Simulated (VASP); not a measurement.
Here is a VASP 6.6.1 calculation.

File INCAR:

```
SYSTEM = ZnSe
AGGAC    = 1.0          
AGGAX    = 1.0          
ALDAC    = 0.0          
ALDAX    = 1.0          
ALGO     = Normal         ! electronic algorithm
EDIFF    = 1E-6           ! SCF threshold, eV
ENCUT    = 520            ! plane-wave cutoff, eV
GGA      = B5             ! functional
ISIF     = 2              ! what is computed and relaxed
ISMEAR   = -1             ! smearing method
LASPH    = .True.         ! aspherical terms in the spheres
LCHARG   = .False.        ! write CHGCAR
LREAL    = .False.        ! projectors in reciprocal space
LWAVE    = .False.        ! write WAVECAR
NBANDS   = 16             ! bands
NELM     = 80             ! most SCF steps
PREC     = Accurate       ! precision mode
SIGMA    = 0.05           ! smearing width, eV
```

File KPOINTS:

```
k-points
0
Gamma
  8 8 8
  0 0 0
```

File POSCAR:

```
ZnSe
1.0
    0.0000000000      2.8338000000      2.8338000000
    2.8338000000      0.0000000000      2.8338000000
    2.8338000000      2.8338000000      0.0000000000
Se Zn
1 1
Direct
    0.7500000000      0.7500000000      0.7500000000
    0.0000000000      0.0000000000      0.0000000000
```

Potentials or basis: VASP PAW PBE potentials, release 64 (Se, Zn).

Command:

```console
$ cat potpaw_PBE.64/Se/POTCAR potpaw_PBE.64/Zn/POTCAR > POTCAR
$ mpirun -np 1 vasp_std > vasp.out
```

(1) Predict the band gap on the k mesh.

(2) Estimate the pressure.

Results:

(1) 1.27 eV, direct.

(2) 5.8 GPa.

Caveat: the PAW data sets were made with another functional, which shifts forces and pressure a little.
